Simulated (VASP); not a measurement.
# EuS: single point with PBE+D3(BJ)+U

The system is EuS.

```
Eu S
1.0
     0.00000    2.97850    2.97850
     2.97850    0.00000    2.97850
     2.97850    2.97850    0.00000
Eu S
1 1
Cartesian
  2.9785 2.9785 2.9785
  0.0000 0.0000 0.0000
```

- Program: VASP 6.6.1
- Task: single point
- Functional: PBE
- Dispersion: D3(BJ)
- Potentials or basis: VASP PAW PBE potentials, release 64 (Eu, S)
- Cutoff: 600 eV
- k mesh: 8 × 8 × 8
- Occupations: gaussian, width 0.05 eV
- Spin: collinear spin, ferromagnetic start
- Starting moments: [7.0, 0.0] μB
- Hubbard terms: Eu f U = 6.0 eV
- Dipole correction: no
- Further INCAR settings: ALGO = Normal; EDIFF = 1e-06; NBANDS = 22

```json
{
  "Pressure": "-1.0 GPa",
  "Band gap on the k mesh": "0.42 eV (least direct gap 0.69 eV)",
  "Net moment": "7.00 μB per cell",
  "Site moments": "Eu +6.72; S -0.06 μB",
  "Valence electrons inside the program's atomic spheres": "Eu 14.89; S 3.77",
  "Dispersion energy per atom": "-0.330 eV"
}
```

Levels at points of the mesh, in eV from the valence-band top:
Spin up:
| k point | band 12 | band 13 | band 14 | band 15 | band 16 | band 17 | band 18 | band 19 |
| --- | --- | --- | --- | --- | --- | --- | --- | --- |
| (0.00, 0.00, 0.00) | -0.57 | 0.00 | 0.00 | 0.00 | 2.04 | 2.35 | 2.35 | 2.35 |
| (0.50, 0.00, 0.00) | -0.60 | -0.60 | -0.58 | -0.57 | 4.10 | 4.53 | 5.01 | 5.01 |
| (0.50, 0.50, 0.00) | -0.62 | -0.59 | -0.27 | -0.27 | 0.42 | 4.40 | 4.46 | 5.85 |
Spin down:
| k point | band 6 | band 7 | band 8 | band 9 | band 10 | band 11 |
| --- | --- | --- | --- | --- | --- | --- |
| (0.00, 0.00, 0.00) | -1.49 | -1.49 | -1.49 | 2.49 | 3.00 | 3.00 |
| (0.50, 0.00, 0.00) | -4.08 | -2.67 | -2.67 | 4.25 | 5.21 | 5.99 |
| (0.50, 0.50, 0.00) | -2.65 | -1.86 | -1.86 | 0.94 | 5.07 | 5.25 |

Eigenvalues of the final occupation matrices:
| site | spin | trace | eigenvalues |
| --- | --- | --- | --- |
| site 1 f | 1 | 6.83 | 0.97 0.97 0.97 0.98 0.98 0.98 0.98 |
| site 1 f | 2 | 0.01 | 0.00 0.00 0.00 0.00 0.00 0.00 0.00 |

Run time: 4.7 min on 1 thread of Intel Xeon 8259CL, on a shared host, peak memory 0.3 GiB.

Caveat: three body term missing; spin-orbit coupling is left out, which moves the levels of the heavy elements; a cell with one magnetic atom can't hold antiferromagnetic order, which such compounds often take. The state reached can hang on the start; a lower one may exist.
